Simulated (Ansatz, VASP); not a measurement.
One calculation of WC, two programs

```xyz
4
Lattice="2.9477 0.0000 0.0000 -1.4739 2.5528 0.0000 0.0000 0.0000 5.4933" Properties=species:S:1:pos:R:3 pbc="T T T"
W     0.0000    1.7019    1.3733
W     1.4739    0.8509    4.1200
C     0.0000    0.0000    0.0000
C     0.0000    0.0000    2.7467
```

Change from the starting cell: species swapped into the BiPd type (P6_3/mmc, No. 194).

Alike in both runs: task single point; functional PBE; k mesh 6 × 6 × 4; occupations gaussian, width 0.1 eV; no spin polarisation.

|  | VASP | Ansatz |
| --- | --- | --- |
| version | VASP 6.6.1 | Ansatz 0.2.0 |
| potentials or method | VASP PAW PBE potentials, release 64 (W_sv, C), cutoff 600 eV | scalar-relativistic, plane waves, PAW |
| valence electrons in the cell | 36 | 36 |

Ansatz gave:

| Quantity | Value |
| --- | --- |
| gap on the k mesh at the Fermi level (eV) | none |
| pressure (GPa) | 0.1 |
| traceless stress, the component that is largest in VASP (GPa) | 0.68 |

Task: Which values does VASP return?

Result: gap on the k mesh at the Fermi level (eV): none; pressure (GPa): 1.1; traceless stress, the component that is largest in VASP (GPa): 0.77.

A gap of «none» marks a metal or a gap that the smearing closes. The functional is the same, so the differences come from potentials, cutoffs and numerics.

The k mesh is coarse, so the values compare programs but aren't converged. Neither program's run includes spin-orbit coupling.
